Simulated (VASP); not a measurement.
Write the native input for VASP 6.6.1 that does the following.

```yaml
Task: single point
Functional: LDA
Potentials_or_basis: VASP PAW LDA potentials, release 64 (Zn, S)
Cutoff: 520 eV
k_mesh: 8 × 8 × 8
Occupations: gaussian, width 0.01 eV
Spin: no spin polarisation
Dipole_correction: no
Further_INCAR_settings: ALGO = Normal; EDIFF = 1e-06; NBANDS = 16
```

The structure of ZnS lies in POSCAR:

```
ZnS
1.0
    2.6114713560      2.6114713560      0.0000000000
   -2.6114713560      2.6114713560      0.0000000000
    0.0000000000      2.6114713560      2.6114713560
Zn S
1 1
Direct
    0.7500000000      0.2500000000      0.5000000000
    0.0000000000      0.0000000000      0.0000000000
```

The input as run:

INCAR

```
ALGO = Normal
EDIFF = 1E-6
ENCUT = 520
ISIF = 2
ISMEAR = 0
LASPH = True
LCHARG = True
LELF = True
LREAL = False
LVHAR = True
LWAVE = False
NBANDS = 16
NELM = 60
PREC = Accurate
SIGMA = 0.01
```

KPOINTS

```
k-points
0
Gamma
  8 8 8
```

Potentials or basis: VASP PAW LDA potentials, release 64 (Zn, S).

Run with:

```sh
$ cat potpaw_LDA.64/Zn/POTCAR potpaw_LDA.64/S/POTCAR > POTCAR
$ mpirun -np 1 vasp_std > vasp.out
```

It gave:

- Pressure: 4.3 GPa
- Band gap on the k mesh: 2.36 eV, direct

Wall time 35 s on 1 thread of AMD EPYC 7R13 (shared host), peak memory 0.11 GiB.
